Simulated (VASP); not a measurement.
# Li2Sn (Fm-3m) in VASP: notebook

Li2Sn is run at these levels: PBE; tasks: single point.

Everything below comes from runs of VASP 6.6.1. Logs are shortened: lines on timing, memory, paths and dates and some standing lists are left out, and cuts for length are marked.

### Step 1. The cell of the first run

The structure is cubic, space group Fm-3m (No. 225). The conventional cell has a = 6.535 Å, b = 6.535 Å, c = 6.535 Å, α = 90.00°, β = 90.00°, γ = 90.00°. Within 3.7 Å of Sn (site symmetry m-3m) lie 8 Li at 2.83 Å. Li (site symmetry -43m) has 4 Sn at 2.83 Å and 6 Li at 3.27 Å within 3.7 Å.

### Step 2. Single point, PBE

INCAR reads:

```
  PREC = Accurate
  ENCUT = 520
  EDIFF = 1E-6
  ISMEAR = 0
  SIGMA = 0.1
  LREAL = F
  LASPH = T
  NELM = 60
  ALGO = Normal
  ISIF = 2
  LWAVE = F
  LCHARG = T
  GGA = PE
  LELF = T
  LVHAR = T
  NBANDS = 17
```

KPOINTS reads:

```
regular mesh
0
Gamma
  12 12 12
```

POSCAR reads:

```
Li2Sn
1.0
    0.0000000000      3.2673338632      3.2673338632
    3.2673338632      0.0000000000      3.2673338632
    3.2673338632      3.2673338632      0.0000000000
Sn Li
1 2
Direct
    0.0000000000      0.0000000000      0.0000000000
    0.2500000000      0.2500000000      0.2500000000
    0.7500000000      0.7500000000      0.7500000000
```

Potentials or basis: VASP PAW PBE potentials, release 64 (Sn_d, Li_sv).

Launch:

```console
> cat potpaw_PBE.64/Sn_d/POTCAR potpaw_PBE.64/Li_sv/POTCAR > POTCAR
> mpirun -np 1 vasp_std > vasp.out
```

OUTCAR:

```text
PREC = Accurate
   ENCUT = 520
   EDIFF = 1E-6
   ISMEAR = 0
   LREAL = F
   LASPH = T
   NELM = 60
   ISIF = 2
   GGA = PE

 ion  position               nearest neighbor table
   1  0.000  0.000  0.000-   3 2.83   3 2.83   3 2.83   2 2.83   2 2.83   2 2.83   3 2.83   2 2.83

   2  0.250  0.250  0.250-   1 2.83   1 2.83   1 2.83   1 2.83
   3  0.750  0.750  0.750-   1 2.83   1 2.83   1 2.83   1 2.83

  LATTYP: Found a face centered cubic cell.
 ALAT       =     6.5346677264

  Lattice vectors:

 A1 = (   0.0000000000,   3.2673338632,   3.2673338632)
 A2 = (   3.2673338632,   0.0000000000,   3.2673338632)
 A3 = (   3.2673338632,   3.2673338632,   0.0000000000)

Analysis of symmetry for initial positions (statically):
=====================================================================
 Subroutine PRICEL returns:
 Original cell was already a primitive cell.

 Routine SETGRP: Setting up the symmetry group for a
 face centered cubic supercell.

 Subroutine GETGRP returns: Found 48 space group operations
 (whereof 48 operations were pure point group operations)
 out of a pool of 48 trial point group operations.

The static configuration has the point symmetry O_h .

Analysis of symmetry for dynamics (positions and initial velocities):
=====================================================================
 Subroutine PRICEL returns:
 Original cell was already a primitive cell.

 Routine SETGRP: Setting up the symmetry group for a
 face centered cubic supercell.

 Subroutine GETGRP returns: Found 48 space group operations
 (whereof 48 operations were pure point group operations)
 out of a pool of 48 trial point group operations.

The dynamic configuration has the point symmetry O_h .

 Subroutine INISYM returns: Found 48 space group operations
 (whereof 48 operations are pure point group operations),
 and found     1 'primitive' translations

----------------------------------------------------------------------------------------

                                     Primitive cell

  volume of cell :      69.7607

  direct lattice vectors                    reciprocal lattice vectors
     0.000000000  3.267333863  3.267333863    -0.153029969  0.153029969  0.153029969
     3.267333863  0.000000000  3.267333863     0.153029969 -0.153029969  0.153029969
     3.267333863  3.267333863  0.000000000     0.153029969  0.153029969 -0.153029969

  length of vectors
     4.620707862  4.620707862  4.620707862     0.265055681  0.265055681  0.265055681
[... 83 lines left out ...]
   EDIFF  = 0.1E-05   stopping-criterion for ELM
   LREAL  =      F    real-space projection
   EDIFFG = 0.1E-04   stopping-criterion for IOM
   NSW    =      0    number of steps for IOM
   IBRION =     -1    ionic relax: 0-MD 1-quasi-New 2-CG
   NFREE  =      0    steps in history (QN), initial steepest desc. (CG)
   ISIF   =      2    stress and relaxation
   ISYM   =      2    0-nonsym 1-usesym 2-fastsym
   POTIM  = 0.5000    time-step for ionic-motion
   TEBEG  =    0.0;   TEEND  =   0.0 temperature during run
   PSTRESS=    0.0 pullay stress
   NELECT =      20.0000    total number of electrons
   NUPDOWN=      -1.0000    fix difference up-down
   EMIN   =  10.00;   EMAX   =-10.00  energy-range for DOS
   EFERMI =   0.00;   METHOD = LEGACY
   ISMEAR =     0;   SIGMA  =   0.10  broadening in eV -4-tet -1-fermi 0-gaus
   EFERMI_NEDOS =   21; number of points for ismear=-14 and -15
   IALGO  =     38    algorithm
   IMIX   =      4    mixing-type and parameters
     AMIX     =   0.40;   BMIX     =  1.00
     AMIX_MAG =   1.60;   BMIX_MAG =  1.00
  volume/ion in A,a.u.               =      23.25       156.92
  Fermi-wavevector in a.u.,A,eV,Ry     =   1.079480  2.039922 15.854561  1.165277
  Thomas-Fermi vector in A             =   2.215446
   LORBIT       =      0    0 simple, 1 ext, 2 COOP (PROOUT), +10 PAW based schemes
   GGA     = PE    functional components
   LHFCALC =     F    Hartree Fock is set to
   AEXX    =    0.0000 exact exchange contribution
   IVDW    =     0    specifies the selected vdW correction
   LEPSILON=     F    determine dielectric tensor
   LRPA    =     F    only Hartree local field effects (RPA)
 non-spin polarized calculation
 Gauss-broadening in eV      SIGMA  =   0.10
  energy-cutoff  :      520.00
  volume of cell :       69.76
 maximum number of plane-waves:      1899
   NGX = 17   NGY = 17   NGZ = 17

 number of electron      19.9999990 magnetization

 Free energy of the ion-electron system (eV)
  ---------------------------------------------------
  ext. energy  EPLUGINS =         0.00000000
  ---------------------------------------------------
  free energy    TOTEN  =        -7.86328131 eV

  energy without entropy =       -7.85347357  energy(sigma->0) =       -7.85837744

 E-fermi :   2.5846     XC(G=0):  -8.1575

 val. band max:        2.5667195206   @ k =   0.5000   0.1667   0.0000
 cond. band min:       2.5936642138   @ k =   0.3333   0.2500   0.0000
 fundamental gap:      0.0269446932
 Fermi energy:         2.5845555780

 k-point     1 :       0.0000    0.0000    0.0000
  band No.  band energies     occupation
      1     -43.3082      2.00000
      2     -43.2994      2.00000
      3     -18.2218      2.00000
      4     -18.2218      2.00000
      5     -18.2218      2.00000
      6     -18.1913      2.00000
[... 457 lines left out ...]
      4     -18.2168      2.00000
      5     -18.2168      2.00000
      6     -18.1911      2.00000
[... 9 lines left out ...]
     16      10.9428      0.00000
     17      11.0054      0.00000

 [... further k-points ...]

------------------------ aborting loop because EDIFF is reached ----------------------------------------

  FORCE on cell =-STRESS in cart. coord.  units (eV):
  Direction    XX          YY          ZZ          XY          YZ          ZX
  --------------------------------------------------------------------------------------
  -------------------------------------------------------------------------------------
  Total        0.0851848      0.0851848      0.0851848      0.0000000      0.0000000      0.0000000
  in kB        1.9564204      1.9564204      1.9564204      0.0000000      0.0000000      0.0000000
  external PRESSURE =       1.9564204 kB  Pullay stress =       0.0000000 kB

 VOLUME and BASIS-vectors are now :
 -----------------------------------------------------------------------------
  energy-cutoff  :      520.00
  volume of cell :       69.76
      direct lattice vectors                 reciprocal lattice vectors
     0.000000000  3.267333863  3.267333863    -0.153029969  0.153029969  0.153029969
     3.267333863  0.000000000  3.267333863     0.153029969 -0.153029969  0.153029969
     3.267333863  3.267333863  0.000000000     0.153029969  0.153029969 -0.153029969

 POSITION                                       TOTAL-FORCE (eV/Angst)
 -----------------------------------------------------------------------------------
      0.00000      0.00000      0.00000        -0.000000     -0.000000     -0.000000
      1.63367      1.63367      1.63367        -0.000000     -0.000000     -0.000000
      4.90100      4.90100      4.90100         0.000000      0.000000      0.000000
 -----------------------------------------------------------------------------------
    total drift:                               -0.000000      0.000000      0.000000

  FREE ENERGIE OF THE ION-ELECTRON SYSTEM (eV)
  ---------------------------------------------------
  free  energy   TOTEN  =        -7.8632813072 eV

  energy  without entropy=       -7.8534735701  energy(sigma->0) =       -7.85837744
```

OSZICAR:

```text
N       E                     dE             d eps       ncg     rms          rms(c)
DAV:   1     0.124865785493E+03    0.12487E+03   -0.99251E+03  2450   0.138E+03
DAV:   2     0.761534951694E+01   -0.11725E+03   -0.11485E+03  2620   0.330E+02
DAV:   3    -0.585631999254E+01   -0.13472E+02   -0.13365E+02  3964   0.878E+01
DAV:   4    -0.781249633310E+01   -0.19562E+01   -0.19517E+01  3559   0.257E+01
DAV:   5    -0.788272816592E+01   -0.70232E-01   -0.70209E-01  3706   0.485E+00    0.162E+00
DAV:   6    -0.786556471633E+01    0.17163E-01   -0.48555E-02  3609   0.265E+00    0.877E-01
DAV:   7    -0.786276120503E+01    0.28035E-02   -0.16094E-02  3452   0.158E+00    0.151E-01
DAV:   8    -0.786328134976E+01   -0.52014E-03   -0.23604E-03  3372   0.468E-01    0.466E-02
DAV:   9    -0.786329174968E+01   -0.10400E-04   -0.79687E-05  3257   0.712E-02    0.285E-02
DAV:  10    -0.786327888415E+01    0.12866E-04   -0.46493E-05  2769   0.559E-02    0.471E-03
DAV:  11    -0.786328110691E+01   -0.22228E-05   -0.54981E-06  3242   0.156E-02    0.252E-03
DAV:  12    -0.786328130721E+01   -0.20030E-06   -0.52619E-07  2219   0.532E-03
   1 F= -.78632813E+01 E0= -.78583774E+01  d E =-.980774E-02
```

It took 29 s on 1 thread of Intel Xeon 6975P-C (Granite Rapids), shared host; peak memory 0.24 GiB.

Results:

* Free energy: -7.8633 eV
* Band gap on the k mesh: zero (band 10 reaches 4.33 eV, above the bottom of band 11 at 1.42 eV)

Caveat: the cutoff is under 1.25 times the usual one of these potentials, so pressure, stress and relaxed cells hold a basis-set (Pulay) error; spin-orbit coupling is left out, which moves the levels of the heavy elements.

### Step 3. Single point, PBE

This run uses another cell than the first one, of 23.49 Å³/atom, 1.010 times its volume.

INCAR reads:

```
SYSTEM = Li2Sn
ALGO     = Normal         ! electronic algorithm
EDIFF    = 1E-6           ! SCF threshold, eV
ENCUT    = 520            ! plane-wave cutoff, eV
GGA      = PE             ! functional
ISIF     = 2              ! what is computed and relaxed
ISMEAR   = 0              ! smearing method
LASPH    = .TRUE.         ! aspherical terms in the spheres
LCHARG   = .FALSE.        ! write CHGCAR
LREAL    = .FALSE.        ! projectors in reciprocal space
LWAVE    = .FALSE.        ! write WAVECAR
NBANDS   = 17             ! bands
NELM     = 80             ! most SCF steps
PREC     = Accurate       ! precision mode
SIGMA    = 0.1            ! smearing width, eV
```

KPOINTS reads:

```
k-points
0
G
  12 12 12
  0 0 0
```

POSCAR reads:

```
Li2Sn
1.0
    0.0000000000      3.2782981530      3.2782981530
    3.2782981530      0.0000000000      3.2782981530
    3.2782981530      3.2782981530      0.0000000000
Sn Li
1 2
Direct
    0.0000000000      0.0000000000      0.0000000000
    0.2500000000      0.2500000000      0.2500000000
    0.7500000000      0.7500000000      0.7500000000
```

Potentials or basis: VASP PAW PBE potentials, release 64 (Sn_d, Li_sv).

Launch:

```console
> cat potpaw_PBE.64/Sn_d/POTCAR potpaw_PBE.64/Li_sv/POTCAR > POTCAR
> mpirun -np 1 vasp_std > vasp.out
```

Run time: 29 s. Hardware: 1 thread of Intel Xeon 6975P-C (Granite Rapids), shared host; peak memory 0.25 GiB.

The run converged. Its results:

* Free energy: -7.8640 eV
* Band gap on the k mesh: zero (band 10 reaches 4.25 eV, above the bottom of band 11 at 1.38 eV)

Levels at points of the mesh, in eV from the Fermi level:
```
           k point  band 6  band 7  band 8  band 9  band 10  band 11  band 12  band 13  band 14  band 15
(0.00, 0.00, 0.00)  -20.78  -20.78   -7.46    1.73     1.73     1.73     4.03     4.03     4.03     4.23
(0.50, 0.00, 0.00)  -20.78  -20.78   -6.59   -2.51     0.79     0.79     4.33     4.33     4.48     6.92
(0.50, 0.50, 0.00)  -20.78  -20.77   -6.31   -1.81    -0.58    -0.58     2.25     4.13     9.58     9.58
```

Caveat: the cutoff is under 1.25 times the usual one of these potentials, so pressure, stress and relaxed cells hold a basis-set (Pulay) error; spin-orbit coupling is left out, which moves the levels of the heavy elements.

### Step 4. Single point, PBE

This run uses another cell than the first one, of 23.72 Å³/atom, 1.020 times its volume.

INCAR reads:

```
SYSTEM = Li2Sn
PREC     = Accurate       ! precision mode
ENCUT    = 520            ! plane-wave cutoff, eV
EDIFF    = 1E-6           ! SCF threshold, eV
ISMEAR   = 0              ! smearing method
SIGMA    = 0.1            ! smearing width, eV
LREAL    = .False.        ! projectors in reciprocal space
LASPH    = .True.         ! aspherical terms in the spheres
NELM     = 80             ! most SCF steps
ALGO     = Normal         ! electronic algorithm
ISIF     = 2              ! what is computed and relaxed
LWAVE    = .False.        ! write WAVECAR
LCHARG   = .False.        ! write CHGCAR
GGA      = PE             ! functional
NBANDS   = 17             ! bands
```

KPOINTS reads:

```
regular mesh
0
Gamma
  12 12 12
  0 0 0
```

POSCAR reads:

```
Li2Sn
1.0
    0.0000000000      3.2891895890      3.2891895890
    3.2891895890      0.0000000000      3.2891895890
    3.2891895890      3.2891895890      0.0000000000
Sn Li
1 2
Direct
    0.0000000000      0.0000000000      0.0000000000
    0.2500000000      0.2500000000      0.2500000000
    0.7500000000      0.7500000000      0.7500000000
```

Launch:

```console
> cat potpaw_PBE.64/Sn_d/POTCAR potpaw_PBE.64/Li_sv/POTCAR > POTCAR
> mpirun -np 1 vasp_std > vasp.out
```

Run time: 30 s. Hardware: 1 thread of Intel Xeon 6975P-C (Granite Rapids), shared host; peak memory 0.24 GiB.

It converged, with:

```
Free energy            : -7.8638 eV
Band gap on the k mesh : zero (band 10 reaches 4.18 eV, above the bottom of band 11 at 1.34 eV)
```

Levels at points of the mesh, in eV from the Fermi level:
```tsv
k point	band 6	band 7	band 8	band 9	band 10	band 11	band 12	band 13	band 14	band 15
(0.00, 0.00, 0.00)	-20.78	-20.78	-7.44	1.71	1.71	1.71	4.01	4.01	4.01	4.17
(0.50, 0.00, 0.00)	-20.78	-20.78	-6.58	-2.49	0.78	0.78	4.32	4.32	4.42	6.88
(0.50, 0.50, 0.00)	-20.78	-20.78	-6.30	-1.80	-0.57	-0.57	2.24	4.10	9.52	9.52
```

Caveat: the cutoff is under 1.25 times the usual one of these potentials, so pressure, stress and relaxed cells hold a basis-set (Pulay) error; spin-orbit coupling is left out, which moves the levels of the heavy elements.

### Step 5. Summary

```tsv
cell	gap on the mesh (eV)
a = 4.621 Å, angles 60.0°, 3 atoms	none
a = 4.636 Å, angles 60.0°, 3 atoms	none
a = 4.652 Å, angles 60.0°, 3 atoms	none
```

Alike in all rows: task single point; level PBE; potentials or basis VASP PAW PBE potentials, release 64 (Sn_d, Li_sv); no spin polarisation; k mesh 12 × 12 × 12; cutoff (eV) 520; smearing gaussian 0.1 eV.

Caveats: the cutoff is under 1.25 times the usual one of these potentials, so pressure, stress and relaxed cells hold a basis-set (Pulay) error; spin-orbit coupling is left out, which moves the levels of the heavy elements.

Absolute energies hang on the potentials; compare differences alone.
